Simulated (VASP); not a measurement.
# BAs (I-4m2) in VASP: further runs

BAs is run at these levels: PBE, r2SCAN; tasks: single point.

Everything below comes from runs of VASP 6.6.1. Logs are shortened: lines on timing, memory, paths and dates and some standing lists are left out, and cuts for length are marked.

## (1) The cell of the first run

It takes space group I-4m2 (No. 119, tetragonal). Conventional cell: a = 3.416 Å, b = 3.416 Å, c = 4.763 Å, α = 90.00°, β = 90.00°, γ = 90.00°. B (site symmetry -4m2) has 4 As at 2.08 Å within 2.8 Å. Within 2.8 Å of As (site symmetry -4m2) lie 4 B at 2.08 Å.

## (2) Single point, PBE (epitaxial xy strain +1.0%)

File INCAR:

```
SYSTEM = BAs
ALGO = Normal
EDIFF = 1E-6
ENCUT = 520
GGA = PE
ISIF = 2
ISMEAR = -1
LASPH = .True.
LCHARG = .True.
LELF = .True.
LREAL = .False.
LVHAR = .True.
LWAVE = .False.
NBANDS = 11
NELM = 60
PREC = Accurate
SIGMA = 0.02
```

File KPOINTS:

```
k-points
0
Gamma
  10 10 10
  0 0 0
```

File POSCAR:

```
BAs
1.0
    0.0000000000      2.4157862801      2.3812712956
    2.4157862801      0.0000000000      2.3812712956
    2.4157862801      2.4157862801      0.0000000000
B As
1 1
Direct
    0.0000000000      0.0000000000      0.0000000000
    0.2500000000      0.2500000000      0.2500000000
```

Potentials or basis: VASP PAW PBE potentials, release 64 (B, As).

On the command line:

```bash
cat potpaw_PBE.64/B/POTCAR potpaw_PBE.64/As/POTCAR > POTCAR
mpirun -np 1 vasp_std > vasp.out
```

OUTCAR:

```text
SYSTEM = BAs
   EDIFF = 1E-6
   ENCUT = 520
   GGA = PE
   ISIF = 2
   ISMEAR = -1
   LASPH = .True.
   LREAL = .False.
   NELM = 60
   PREC = Accurate

 ion  position               nearest neighbor table
   1  0.000  0.000  0.000-   2 2.08   2 2.08   2 2.08   2 2.08
   2  0.250  0.250  0.250-   1 2.08   1 2.08   1 2.08   1 2.08

  LATTYP: Found a body centered tetragonal cell.
 ALAT       =     3.4164377211
 C/A-ratio  =     1.3940083151

  Lattice vectors:

 A1 = (   0.0000000000,  -2.4157862801,  -2.3812712956)
 A2 = (   0.0000000000,   2.4157862801,  -2.3812712956)
 A3 = (   2.4157862801,   0.0000000000,   2.3812712956)

Analysis of symmetry for initial positions (statically):
=====================================================================
 Subroutine PRICEL returns:
 Original cell was already a primitive cell.

 Routine SETGRP: Setting up the symmetry group for a
 body centered tetragonal supercell.

 Subroutine GETGRP returns: Found  8 space group operations
 (whereof  8 operations were pure point group operations)
 out of a pool of 16 trial point group operations.

The static configuration has the point symmetry D_2d.

Analysis of symmetry for dynamics (positions and initial velocities):
=====================================================================
 Subroutine PRICEL returns:
 Original cell was already a primitive cell.

 Routine SETGRP: Setting up the symmetry group for a
 body centered tetragonal supercell.

 Subroutine GETGRP returns: Found  8 space group operations
 (whereof  8 operations were pure point group operations)
 out of a pool of 16 trial point group operations.

The dynamic configuration has the point symmetry D_2d.

 Subroutine INISYM returns: Found  8 space group operations
 (whereof  8 operations are pure point group operations),
 and found     1 'primitive' translations

----------------------------------------------------------------------------------------

                                     Primitive cell

  volume of cell :      27.7943

  direct lattice vectors                    reciprocal lattice vectors
     0.000000000  2.415786280  2.381271296    -0.206971951  0.206971951  0.209971875
     2.415786280  0.000000000  2.381271296     0.206971951 -0.206971951  0.209971875
     2.415786280  2.415786280  0.000000000     0.206971951  0.206971951 -0.209971875

  length of vectors
     3.392119741  3.392119741  3.416437721     0.360226270  0.360226270  0.360226270

  position of ions in fractional coordinates (direct lattice)
     0.000000000  0.000000000  0.000000000
     0.250000000  0.250000000  0.250000000

  ion indices of the primitive-cell ions
   primitive index   ion index
                 1           1
                 2           2

----------------------------------------------------------------------------------------

 KPOINTS: k-points

Automatic generation of k-mesh.
 Grid dimensions read from file:
 generate k-points for:   10   10   10

 Generating k-lattice:

  Cartesian coordinates                     Fractional coordinates (reciprocal lattice)
    -0.020697195  0.020697195  0.020997188     0.100000000  0.000000000  0.000000000
     0.020697195 -0.020697195  0.020997188     0.000000000  0.100000000  0.000000000
     0.020697195  0.020697195 -0.020997188     0.000000000  0.000000000  0.100000000

  Length of vectors
     0.036022627  0.036022627  0.036022627

  Shift w.r.t. Gamma in fractional coordinates (k-lattice)
     0.000000000  0.000000000  0.000000000

 Subroutine IBZKPT returns following result:
 ===========================================

 Found    102 irreducible k-points:

 Following reciprocal coordinates:
            Coordinates               Weight
  0.000000  0.000000  0.000000      1.000000
  0.100000  0.000000  0.000000      8.000000
  0.200000  0.000000  0.000000      8.000000
  0.300000 -0.000000  0.000000      8.000000
  0.400000 -0.000000  0.000000      8.000000
  0.500000  0.000000  0.000000      4.000000
[... 16 lines left out ...]
  0.300000  0.300000  0.000000      2.000000
  0.400000  0.300000  0.000000      8.000000
 [... further k-points ...]
   k-points           NKPTS =    102   k-points in BZ     NKDIM =    102   number of bands    NBANDS=     11
   number of dos      NEDOS =    301   number of ions     NIONS =      2
   total plane-waves  NPLWV =  21952
   dimension x,y,z NGX =    28 NGY =   28 NGZ =   28
   dimension x,y,z NGXF=    56 NGYF=   56 NGZF=   56
   ions per type =               1   1
   NGX,Y,Z   is equivalent  to a cutoff of  13.72, 13.72, 13.62 a.u.
   NGXF,Y,Z  is equivalent  to a cutoff of  27.45, 27.45, 27.25 a.u.
 SYSTEM =  BAs
   PREC   = accura    normal or accurate (medium, high low for compatibility)
   ISTART =      0    job   : 0-new  1-cont  2-samecut
   ICHARG =      2    charge: 1-file 2-atom 10-const
   ISPIN  =      1    spin polarized calculation?
   LNONCOLLINEAR =      F non collinear calculations
   LSORBIT =      F    spin-orbit coupling
   LASPH  =      T    aspherical Exc in radial PAW
   ENCUT  =  520.0 eV  38.22 Ry    6.18 a.u.   6.31  6.31  6.35*2*pi/ulx,y,z
   NELM   =     60;   NELMIN=  2; NELMDL= -5     # of ELM steps
   EDIFF  = 0.1E-05   stopping-criterion for ELM
   LREAL  =      F    real-space projection
   EDIFFG = 0.1E-04   stopping-criterion for IOM
   NSW    =      0    number of steps for IOM
   IBRION =     -1    ionic relax: 0-MD 1-quasi-New 2-CG
   NFREE  =      0    steps in history (QN), initial steepest desc. (CG)
   ISIF   =      2    stress and relaxation
   ISYM   =      2    0-nonsym 1-usesym 2-fastsym
   POTIM  = 0.5000    time-step for ionic-motion
   TEBEG  =    0.0;   TEEND  =   0.0 temperature during run
   PSTRESS=    0.0 pullay stress
   NELECT =       8.0000    total number of electrons
   NUPDOWN=      -1.0000    fix difference up-down
   EMIN   =  10.00;   EMAX   =-10.00  energy-range for DOS
   EFERMI =   0.00;   METHOD = LEGACY
   ISMEAR =    -1;   SIGMA  =   0.02  broadening in eV -4-tet -1-fermi 0-gaus
   EFERMI_NEDOS =   21; number of points for ismear=-14 and -15
   IALGO  =     38    algorithm
   IMIX   =      4    mixing-type and parameters
     AMIX     =   0.40;   BMIX     =  1.00
     AMIX_MAG =   1.60;   BMIX_MAG =  1.00
  volume/ion in A,a.u.               =      13.90        93.78
  Fermi-wavevector in a.u.,A,eV,Ry     =   1.080902  2.042608 15.896346  1.168348
  Thomas-Fermi vector in A             =   2.216905
   LORBIT       =      0    0 simple, 1 ext, 2 COOP (PROOUT), +10 PAW based schemes
   GGA     = PE    functional components
   LHFCALC =     F    Hartree Fock is set to
   AEXX    =    0.0000 exact exchange contribution
   IVDW    =     0    specifies the selected vdW correction
   LEPSILON=     F    determine dielectric tensor
   LRPA    =     F    only Hartree local field effects (RPA)
 non-spin polarized calculation
  energy-cutoff  :      520.00
  volume of cell :       27.79
 maximum number of plane-waves:       761
 NGX is ok and might be reduce to    28
   NGX = 13   NGY = 13   NGZ = 13

 number of electron       8.0000000 magnetization

 Free energy of the ion-electron system (eV)
  ---------------------------------------------------
  ext. energy  EPLUGINS =         0.00000000
  ---------------------------------------------------
  free energy    TOTEN  =       -11.41097308 eV

  energy without entropy =      -11.41097308  energy(sigma->0) =      -11.41097308

 E-fermi :   6.3819     XC(G=0): -10.4994

 val. band max:        6.0013802291   @ k =   0.0000   0.0000   0.0000
 cond. band min:       6.9838320229   @ k =   0.4000   0.4000   0.0000
 fundamental gap:      0.9824517939
 Fermi energy:         6.3819372217

 k-point     1 :       0.0000    0.0000    0.0000
  band No.  band energies     occupation
      1      -9.3120      2.00000
      2       5.8658      2.00000
      3       5.8658      2.00000
      4       6.0014      2.00000
      5       9.1023      0.00000
      6       9.1952      0.00000
      7       9.1952      0.00000
      8      10.3463      0.00000
      9      15.4001      0.00000
     10      18.5893      0.00000
     11      18.9647      0.00000

 k-point     2 :       0.1000    0.0000    0.0000
  band No.  band energies     occupation
      1      -9.1507      2.00000
      2       4.5249      2.00000
      3       5.5675      2.00000
      4       5.6671      2.00000
      5       9.2545      0.00000
      6       9.5381      0.00000
      7       9.5794      0.00000
      8      11.2659      0.00000
      9      16.0309      0.00000
     10      17.5944      0.00000
     11      17.8689      0.00000

 k-point     3 :       0.2000    0.0000    0.0000
  band No.  band energies     occupation
      1      -8.6755      2.00000
      2       2.1935      2.00000
      3       4.9939      2.00000
      4       5.1121      2.00000
      5       9.0152      0.00000
      6      10.2556      0.00000
      7      10.2661      0.00000
      8      12.9317      0.00000
      9      16.9449      0.00000
     10      16.9583      0.00000
     11      17.1823      0.00000

 k-point     4 :       0.3000   -0.0000    0.0000
  band No.  band energies     occupation
      1      -7.9234      2.00000
      2      -0.0604      2.00000
      3       4.4827      2.00000
      4       4.6240      2.00000
      5       8.7317      0.00000
      6      10.6373      0.00000
      7      10.6979      0.00000
      8      14.2478      0.00000
      9      17.1058      0.00000
     10      17.4480      0.00000
     11      17.5158      0.00000
[... 239 lines left out ...]
 k-point    22 :      -0.2000    0.2000    0.0000
  band No.  band energies     occupation
      1      -7.6778      2.00000
      2       0.5253      2.00000
      3       1.9858      2.00000
      4       4.5561      2.00000
      5       9.6674      0.00000
      6      10.9930      0.00000
      7      11.9307      0.00000
      8      12.8344      0.00000
      9      15.7143      0.00000
     10      18.3559      0.00000
     11      19.8513      0.00000

 k-point    23 :       0.3000    0.3000    0.0000
  band No.  band energies     occupation
      1      -7.3989      2.00000
      2       0.8178      2.00000
      3       2.7129      2.00000
      4       2.7129      2.00000
      5       7.2033      0.00000
      6       9.5261      0.00000
      7      14.2444      0.00000
      8      14.2444      0.00000
      9      16.8408      0.00000
     10      20.7546      0.00000
     11      20.8461      0.00000

 k-point    24 :       0.4000    0.3000    0.0000
  band No.  band energies     occupation
      1      -6.6785      2.00000
      2      -0.4291      2.00000
      3       1.9776      2.00000
      4       2.4147      2.00000
      5       7.4971      0.00000
      6       9.2236      0.00000
      7      14.6251      0.00000
      8      14.8380      0.00000
      9      17.8824      0.00000
     10      21.5545      0.00000
     11      21.5786      0.00000

 [... further k-points ...]

------------------------ aborting loop because EDIFF is reached ----------------------------------------

  FORCE on cell =-STRESS in cart. coord.  units (eV):
  Direction    XX          YY          ZZ          XY          YZ          ZX
  --------------------------------------------------------------------------------------
  -------------------------------------------------------------------------------------
  Total       -0.0502852     -0.0502852      0.4445938      0.0000000     -0.0000000      0.0000000
  in kB       -2.8986425     -2.8986425     25.6282015      0.0000000     -0.0000000      0.0000000
  external PRESSURE =       6.6103055 kB  Pullay stress =       0.0000000 kB

 VOLUME and BASIS-vectors are now :
 -----------------------------------------------------------------------------
  energy-cutoff  :      520.00
  volume of cell :       27.79
      direct lattice vectors                 reciprocal lattice vectors
     0.000000000  2.415786280  2.381271296    -0.206971951  0.206971951  0.209971875
     2.415786280  0.000000000  2.381271296     0.206971951 -0.206971951  0.209971875
     2.415786280  2.415786280  0.000000000     0.206971951  0.206971951 -0.209971875

 POSITION                                       TOTAL-FORCE (eV/Angst)
 -----------------------------------------------------------------------------------
      0.00000      0.00000      0.00000         0.000000     -0.000000     -0.000000
      1.20789      1.20789      1.19064        -0.000000      0.000000      0.000000
 -----------------------------------------------------------------------------------
    total drift:                               -0.000000     -0.000000     -0.000000

  FREE ENERGIE OF THE ION-ELECTRON SYSTEM (eV)
  ---------------------------------------------------
  free  energy   TOTEN  =       -11.4109730849 eV

  energy  without entropy=      -11.4109730849  energy(sigma->0) =      -11.41097308
```

Wall time 50 s (1 thread of Intel Xeon 8259CL, shared host); peak memory 0.18 GiB.

What came out:

```yaml
Free_energy: -11.4110 eV
Pressure: 0.7 GPa
Band_gap_on_the_k_mesh: 0.98 eV, indirect (least direct gap 3.10 eV)
```

Levels at points of the mesh, in eV from the valence-band top:
```
           k point  band 2  band 3  band 4  band 5  band 6  band 7
(0.00, 0.00, 0.00)   -0.14   -0.14    0.00    3.10    3.19    3.19
(0.50, 0.00, 0.00)   -8.74   -1.96   -1.80    2.48    4.61    4.74
(0.50, 0.50, 0.00)   -8.44   -4.18   -4.18    1.25    1.25   11.10
(0.50, 0.00, 0.50)   -8.55   -4.06   -4.03    1.42    1.43   10.98
```

Caveat: the cell differs from its parent crystal (epitaxial xy strain +1.0%). A k mesh can miss the band edges.

## (3) Single point, PBE (epitaxial xy strain +2.0%)

File INCAR:

```
ALGO = Normal
EDIFF = 1E-6
ENCUT = 520
GGA = PE
ISIF = 2
ISMEAR = -1
LASPH = T
LCHARG = F
LREAL = F
LWAVE = F
NBANDS = 11
NELM = 60
PREC = Accurate
SIGMA = 0.02
```

File KPOINTS:

```
k-points
0
Gamma
  10 10 10
```

File POSCAR:

```
BAs
1.0
    0.0000000000      2.4397049562      2.3697994758
    2.4397049562      0.0000000000      2.3697994758
    2.4397049562      2.4397049562      0.0000000000
B As
1 1
Direct
    0.0000000000      0.0000000000      0.0000000000
    0.2500000000      0.2500000000      0.2500000000
```

Potentials or basis: VASP PAW PBE potentials, release 64 (B, As).

On the command line:

```bash
cat potpaw_PBE.64/B/POTCAR potpaw_PBE.64/As/POTCAR > POTCAR
mpirun -np 1 vasp_std > vasp.out
```

Run time: 42 s. Hardware: 1 thread of Intel Xeon 8259CL, shared host; peak memory 0.18 GiB.

The run converged. Its results:

```yaml
Free_energy: -11.4030 eV
Pressure: -1.3 GPa
Band_gap_on_the_k_mesh: 0.79 eV, indirect (least direct gap 2.94 eV)
```

Stress tensor (GPa, compression positive):
```
-3.14  0.00  0.00
 0.00 -3.14  0.00
 0.00  0.00  2.42
```

Levels at points of the mesh, in eV from the valence-band top:
```
           k point  band 1  band 2  band 3  band 4  band 5  band 6  band 7  band 8
(0.00, 0.00, 0.00)  -15.27   -0.27   -0.27    0.00    2.94    3.12    3.12    4.06
(0.50, 0.00, 0.00)  -12.52   -8.72   -2.10   -1.78    2.27    4.45    4.72    8.62
(0.50, 0.50, 0.00)  -11.11   -8.36   -4.29   -4.29    1.06    1.08   10.88   10.88
(0.50, 0.00, 0.50)  -11.33   -8.59   -4.05   -4.00    1.40    1.41   10.63   11.00
```

Caveat: the cell differs from its parent crystal (epitaxial xy strain +2.0%).

(Continued in part 2 of 2.)
